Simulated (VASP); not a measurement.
# HfTa11 (a cell with a defect) in VASP: single point with PBE

Aim: the single point of HfTa11 (a cell with a defect) with PBE.

Program: VASP 6.6.1. These are calculated values, not measurements. Logs are shortened: lines on timing, memory, paths and dates and some standing lists are left out, and cuts for length are marked.

### Step 1. The cell of the first run

The cell holds a defect, 12 atoms: a = 8.580 Å, b = 5.720 Å, c = 5.720 Å, α = 109.47°, β = 109.47°, γ = 109.47°.

### Step 2. Single point, PBE

Input file INCAR:

```
  ALGO = Normal
  EDIFF = 1E-6
  ENCUT = 400
  GGA = PE
  GGA_COMPAT = F
  ISIF = 2
  ISMEAR = 1
  LASPH = T
  LCHARG = T
  LELF = T
  LREAL = F
  LVHAR = T
  LWAVE = F
  NBANDS = 78
  NELM = 120
  PREC = Accurate
  SIGMA = 0.1
```

Input file KPOINTS:

```
k-points
0
Gamma
  2 3 3
```

Input file POSCAR:

```
HfTa11
1.0
   -4.9538400000      4.9538400000      4.9538400000
    3.3025600000     -3.3025600000      3.3025600000
    3.3025600000      3.3025600000     -3.3025600000
Hf Ta
1 11
Direct
    0.0000000000      0.0000000000      0.0000000000
    0.0000000000      0.0000000000      0.5000000000
    0.0000000000      0.5000000000      0.0000000000
    0.0000000000      0.5000000000      0.5000000000
    0.3300973497     -0.0198879151     -0.0198879151
    0.3323954755      0.0074455936      0.4908076168
    0.3323954755      0.4908076168      0.0074455936
    0.3443306694      0.5257281271      0.5257281271
    0.6699026503      0.0198879151      0.0198879151
    0.6676045245     -0.0074455936      0.5091923832
    0.6676045245      0.5091923832     -0.0074455936
    0.6556693306      0.4742718729      0.4742718729
```

Potentials or basis: VASP PAW PBE potentials, release 64 (Hf_pv, Ta_pv).

On the command line:

```bash
$ cat potpaw_PBE.64/Hf_pv/POTCAR potpaw_PBE.64/Ta_pv/POTCAR > POTCAR
$ mpirun -np 1 vasp_std > vasp.out
```

OUTCAR:

```text
EDIFF = 1E-6
   ENCUT = 400
   GGA = PE
   ISIF = 2
   ISMEAR = 1
   LASPH = T
   LREAL = F
   NELM = 120
   PREC = Accurate

 ion  position               nearest neighbor table
   1  0.000  0.000  0.000-   2 2.86   3 2.86   2 2.86   3 2.86   5 2.91   9 2.91   8 2.99  12 2.99
                            10 3.24   6 3.24  11 3.24   7 3.24   4 3.30   4 3.30
   2  0.000  0.000  0.500-   7 2.86  11 2.86  10 2.86   6 2.86   4 2.86   1 2.86   1 2.86   4 2.86
                             5 3.29   9 3.29   3 3.30   3 3.30  12 3.36   8 3.36
   3  0.000  0.500  0.000-   6 2.86  10 2.86  11 2.86   7 2.86   4 2.86   4 2.86   1 2.86   1 2.86
                             5 3.29   9 3.29   2 3.30   2 3.30  12 3.36   8 3.36
   4  0.000  0.500  0.500-   5 2.78   9 2.78   8 2.86  12 2.86   2 2.86   3 2.86   3 2.86   2 2.86
                             1 3.30   1 3.30  11 3.35   6 3.35  10 3.35   7 3.35
   5  0.330  0.980  0.980-   9 2.77   4 2.78  12 2.82   6 2.86   7 2.86   6 2.87   7 2.87   1 2.91
                             8 3.07   2 3.29   3 3.29  10 3.38  11 3.38   8 3.53
   6  0.332  0.007  0.491-   3 2.86   2 2.86   8 2.86   5 2.86   5 2.87   8 2.87  11 2.87  10 2.87
                            12 3.20   1 3.24   7 3.31   7 3.31   4 3.35   9 3.38
   7  0.332  0.491  0.007-   2 2.86   3 2.86   8 2.86   5 2.86   5 2.87   8 2.87  10 2.87  11 2.87
                            12 3.20   1 3.24   6 3.31   6 3.31   4 3.35   9 3.38
   8  0.344  0.526  0.526-   9 2.82   4 2.86   7 2.86   6 2.86   7 2.87   6 2.87  12 2.88   1 2.99
                             5 3.07  10 3.20  11 3.20   3 3.36   2 3.36   5 3.53
   9  0.670  0.020  0.020-   5 2.77   4 2.78   8 2.82  10 2.86  11 2.86  10 2.87  11 2.87   1 2.91
                            12 3.07   2 3.29   3 3.29   7 3.38   6 3.38  12 3.53
  10  0.668  0.993  0.509-   3 2.86   2 2.86  12 2.86   9 2.86   9 2.87  12 2.87   7 2.87   6 2.87
                             8 3.20   1 3.24  11 3.31  11 3.31   4 3.35   5 3.38
  11  0.668  0.509  0.993-   2 2.86   3 2.86  12 2.86   9 2.86   9 2.87  12 2.87   6 2.87   7 2.87
                             8 3.20   1 3.24  10 3.31  10 3.31   4 3.35   5 3.38
  12  0.656  0.474  0.474-   5 2.82   4 2.86  10 2.86  11 2.86  10 2.87  11 2.87   8 2.88   1 2.99
                             9 3.07   6 3.20   7 3.20   3 3.36   2 3.36   9 3.53

  LATTYP: Found a base centered monoclinic cell.
 ALAT       =     6.6051200000
 B/A-ratio  =     1.4142135624
 C/A-ratio  =     1.0897247359
 COS(beta)  =    -0.2294157339

  Lattice vectors:

 A1 = (  -3.3025600000,   3.3025600000,  -3.3025600000)
 A2 = (  -3.3025600000,  -3.3025600000,   3.3025600000)
 A3 = (   1.6512800000,   4.9538400000,   4.9538400000)

Analysis of symmetry for initial positions (statically):
=====================================================================
 Subroutine PRICEL returns:
 Original cell was already a primitive cell.

 Routine SETGRP: Setting up the symmetry group for a
 base centered monoclinic supercell.

 Subroutine GETGRP returns: Found  4 space group operations
 (whereof  4 operations were pure point group operations)
 out of a pool of  4 trial point group operations.

The static configuration has the point symmetry C_2h.

Analysis of symmetry for dynamics (positions and initial velocities):
=====================================================================
 Subroutine PRICEL returns:
 Original cell was already a primitive cell.

 Routine SETGRP: Setting up the symmetry group for a
 base centered monoclinic supercell.

 Subroutine GETGRP returns: Found  4 space group operations
 (whereof  4 operations were pure point group operations)
 out of a pool of  4 trial point group operations.

The dynamic configuration has the point symmetry C_2h.

 Subroutine INISYM returns: Found  4 space group operations
 (whereof  4 operations are pure point group operations),
 and found     1 'primitive' translations

----------------------------------------------------------------------------------------

                                     Primitive cell

  volume of cell :     216.1242

  direct lattice vectors                    reciprocal lattice vectors
    -4.953840000  4.953840000  4.953840000     0.000000000  0.100931802  0.100931802
     3.302560000 -3.302560000  3.302560000     0.151397704  0.000000000  0.151397704
     3.302560000  3.302560000 -3.302560000     0.151397704  0.151397704  0.000000000

  length of vectors
     8.580302573  5.720201715  5.720201715     0.142739124  0.214108686  0.214108686

  position of ions in fractional coordinates (direct lattice)
     0.000000000  0.000000000  0.000000000
     0.000000000  0.000000000  0.500000000
     0.000000000  0.500000000  0.000000000
     0.000000000  0.500000000  0.500000000
     0.330097350  0.980112085  0.980112085
     0.332395476  0.007445594  0.490807617
     0.332395476  0.490807617  0.007445594
     0.344330669  0.525728127  0.525728127
     0.669902650  0.019887915  0.019887915
     0.667604524  0.992554406  0.509192383
     0.667604524  0.509192383  0.992554406
     0.655669331  0.474271873  0.474271873

[... 33 lines left out ...]
  Shift w.r.t. Gamma in fractional coordinates (k-lattice)
     0.000000000  0.000000000  0.000000000

 -----------------------------------------------------------------------------
|                                                                             |
|           W    W    AA    RRRRR   N    N  II  N    N   GGGG   !!!           |
|           W    W   A  A   R    R  NN   N  II  NN   N  G    G  !!!           |
|           W    W  A    A  R    R  N N  N  II  N N  N  G       !!!           |
|           W WW W  AAAAAA  RRRRR   N  N N  II  N  N N  G  GGG   !            |
|           WW  WW  A    A  R   R   N   NN  II  N   NN  G    G                |
|           W    W  A    A  R    R  N    N  II  N    N   GGGG   !!!           |
|                                                                             |
|     Your reciprocal lattice and k-lattice belong to different lattice       |
|     classes:                                                                |
|                                                                             |
|        The reciprocal lattice is base-centered monoclinic,                  |
|        whereas your k-lattice is face-centered cubic.                       |
|                                                                             |
|     Results are often still useful ...                                      |
|                                                                             |
 -----------------------------------------------------------------------------

 Subroutine IBZKPT returns following result:
 ===========================================

 Found      8 irreducible k-points:

 Following reciprocal coordinates:
            Coordinates               Weight
  0.000000  0.000000  0.000000      1.000000
  0.500000  0.000000  0.000000      1.000000
  0.000000  0.333333  0.000000      4.000000
  0.500000  0.333333  0.000000      4.000000
  0.000000  0.333333  0.333333      2.000000
  0.500000  0.333333  0.333333      2.000000
  0.000000 -0.333333  0.333333      2.000000
  0.500000 -0.333333  0.333333      2.000000
   k-points           NKPTS =      8   k-points in BZ     NKDIM =      8   number of bands    NBANDS=     78
   number of dos      NEDOS =    301   number of ions     NIONS =     12
   total plane-waves  NPLWV =  89600
   dimension x,y,z NGX =    56 NGY =   40 NGZ =   40
   dimension x,y,z NGXF=   112 NGYF=   80 NGZF=   80
   ions per type =               1  11
   NGX,Y,Z   is equivalent  to a cutoff of  10.85, 11.63, 11.63 a.u.
   NGXF,Y,Z  is equivalent  to a cutoff of  21.70, 23.25, 23.25 a.u.
 SYSTEM =  unknown system
   PREC   = accura    normal or accurate (medium, high low for compatibility)
   ISTART =      0    job   : 0-new  1-cont  2-samecut
   ICHARG =      2    charge: 1-file 2-atom 10-const
   ISPIN  =      1    spin polarized calculation?
   LNONCOLLINEAR =      F non collinear calculations
   LSORBIT =      F    spin-orbit coupling
   LASPH  =      T    aspherical Exc in radial PAW
   ENCUT  =  400.0 eV  29.40 Ry    5.42 a.u.  13.99  9.33  9.33*2*pi/ulx,y,z
   NELM   =    120;   NELMIN=  2; NELMDL= -5     # of ELM steps
   EDIFF  = 0.1E-05   stopping-criterion for ELM
   LREAL  =      F    real-space projection
   EDIFFG = 0.1E-04   stopping-criterion for IOM
   NSW    =      0    number of steps for IOM
   IBRION =     -1    ionic relax: 0-MD 1-quasi-New 2-CG
   NFREE  =      0    steps in history (QN), initial steepest desc. (CG)
   ISIF   =      2    stress and relaxation
   ISYM   =      2    0-nonsym 1-usesym 2-fastsym
   POTIM  = 0.5000    time-step for ionic-motion
   TEBEG  =    0.0;   TEEND  =   0.0 temperature during run
   PSTRESS=    0.0 pullay stress
   NELECT =     131.0000    total number of electrons
   NUPDOWN=      -1.0000    fix difference up-down
   EMIN   =  10.00;   EMAX   =-10.00  energy-range for DOS
   EFERMI =   0.00;   METHOD = LEGACY
   ISMEAR =     1;   SIGMA  =   0.10  broadening in eV -4-tet -1-fermi 0-gaus
   EFERMI_NEDOS =   21; number of points for ismear=-14 and -15
   IALGO  =     38    algorithm
   IMIX   =      4    mixing-type and parameters
     AMIX     =   0.40;   BMIX     =  1.00
     AMIX_MAG =   1.60;   BMIX_MAG =  1.00
  volume/ion in A,a.u.               =      18.01       121.54
  Fermi-wavevector in a.u.,A,eV,Ry     =   1.385471  2.618161 26.116792  1.919530
  Thomas-Fermi vector in A             =   2.509878
   LORBIT       =      0    0 simple, 1 ext, 2 COOP (PROOUT), +10 PAW based schemes
   GGA     = PE    functional components
   LHFCALC =     F    Hartree Fock is set to
   AEXX    =    0.0000 exact exchange contribution
   IVDW    =     0    specifies the selected vdW correction
   LEPSILON=     F    determine dielectric tensor
   LRPA    =     F    only Hartree local field effects (RPA)
 non-spin polarized calculation
 Methfessel and Paxton  Order N= 1 SIGMA  =   0.10
  energy-cutoff  :      400.00
  volume of cell :      216.12
 maximum number of plane-waves:      3972
 NGX is ok and might be reduce to    56
   NGX = 27   NGY = 19   NGZ = 19

 number of electron     131.0000003 magnetization

 Free energy of the ion-electron system (eV)
  ---------------------------------------------------
  ext. energy  EPLUGINS =         0.00000000
  ---------------------------------------------------
  free energy    TOTEN  =      -138.44238047 eV

  energy without entropy =     -138.43179370  energy(sigma->0) =     -138.43885155

 E-fermi :   5.5552     XC(G=0): -12.5942

 val. band max:        5.5472512876   @ k =   0.5000   0.3333   0.3333
 cond. band min:       5.5554589912   @ k =   0.0000   0.3333   0.3333
 fundamental gap:      0.0082077036
 Fermi energy:         5.5551962344

 k-point     1 :       0.0000    0.0000    0.0000
  band No.  band energies     occupation
      1     -28.7241      2.00000
      2     -28.7172      2.00000
      3     -28.6574      2.00000
      4     -28.6358      2.00000
      5     -28.5827      2.00000
      6     -28.4946      2.00000
[... 629 lines left out ...]
     76       7.5303     -0.00000
     77       7.6938      0.00000
 [bands above 77 left out]

------------------------ aborting loop because EDIFF is reached ----------------------------------------

  FORCE on cell =-STRESS in cart. coord.  units (eV):
  Direction    XX          YY          ZZ          XY          YZ          ZX
  --------------------------------------------------------------------------------------
  -------------------------------------------------------------------------------------
  Total       11.5494533     10.8349599     10.8349599     -0.5029975      0.3407593     -0.5029978
  in kB       85.6186961     80.3219960     80.3219960     -3.7288340      2.5261250     -3.7288358
  external PRESSURE =      82.0875627 kB  Pullay stress =       0.0000000 kB

 VOLUME and BASIS-vectors are now :
 -----------------------------------------------------------------------------
  energy-cutoff  :      400.00
  volume of cell :      216.12
      direct lattice vectors                 reciprocal lattice vectors
    -4.953840000  4.953840000  4.953840000     0.000000000  0.100931802  0.100931802
     3.302560000 -3.302560000  3.302560000     0.151397704  0.000000000  0.151397704
     3.302560000  3.302560000 -3.302560000     0.151397704  0.151397704  0.000000000

 POSITION                                       TOTAL-FORCE (eV/Angst)
 -----------------------------------------------------------------------------------
      0.00000      0.00000      0.00000         0.000000      0.000000     -0.000000
      1.65128      1.65128     -1.65128         0.000000      0.000000     -0.000000
      1.65128     -1.65128      1.65128         0.000000      0.000000     -0.000000
      3.30256      0.00000      0.00000         0.000000      0.000000     -0.000000
      4.83851      1.63525      1.63525        -0.004611      0.007318      0.007318
     -0.00112      3.24297      0.05030        -0.005203     -0.014608      0.001255
     -0.00112      0.05030      3.24297        -0.005203      0.001255     -0.014608
      1.76674      1.70576      1.70576        -0.043695      0.009106      0.009106
     -3.18723      3.31859      3.31859         0.004611     -0.007318     -0.007318
      1.65240      1.71087      4.90354         0.005203      0.014608     -0.001255
      1.65240      4.90354      1.71087         0.005203     -0.001255      0.014608
     -0.11546      3.24808      3.24808         0.043695     -0.009106     -0.009106
 -----------------------------------------------------------------------------------
    total drift:                                0.000000      0.000000     -0.000000

  FREE ENERGIE OF THE ION-ELECTRON SYSTEM (eV)
  ---------------------------------------------------
  free  energy   TOTEN  =      -138.4423804734 eV

  energy  without entropy=     -138.4317937004  energy(sigma->0) =     -138.43885155
```

Run time: 2 min. Hardware: 1 thread of Intel Xeon Platinum 8375C at 2.90GHz (Ice Lake), shared host; peak memory 0.3 GiB.

What came out:

| Property | Result |
| --- | --- |
| Free energy | -138.4424 eV |
| Pressure | 8.2 GPa |
| Largest force | 0.046 eV/Å |
| Band gap on the k mesh | zero (an odd number of electrons rules out a gap without spin polarisation) |

Forces in eV/Å, atoms in the order of the input:
```
Hf   0.000  0.000  0.000
Ta   0.000  0.000  0.000
Ta   0.000  0.000  0.000
Ta   0.000  0.000  0.000
Ta  -0.005  0.007  0.007
Ta  -0.005 -0.015  0.001
Ta  -0.005  0.001 -0.015
Ta  -0.044  0.009  0.009
Ta   0.005 -0.007 -0.007
Ta   0.005  0.015 -0.001
Ta   0.005 -0.001  0.015
Ta   0.044 -0.009 -0.009
```

Stress tensor (GPa, compression positive):
```
 8.56 -0.37 -0.37
-0.37  8.03  0.25
-0.37  0.25  8.03
```

Caveat: the k points lie up to 0.45 Å⁻¹ apart, too coarse for converged energies and pressures of a metal; spin-orbit coupling is left out, which moves the levels of the heavy elements.
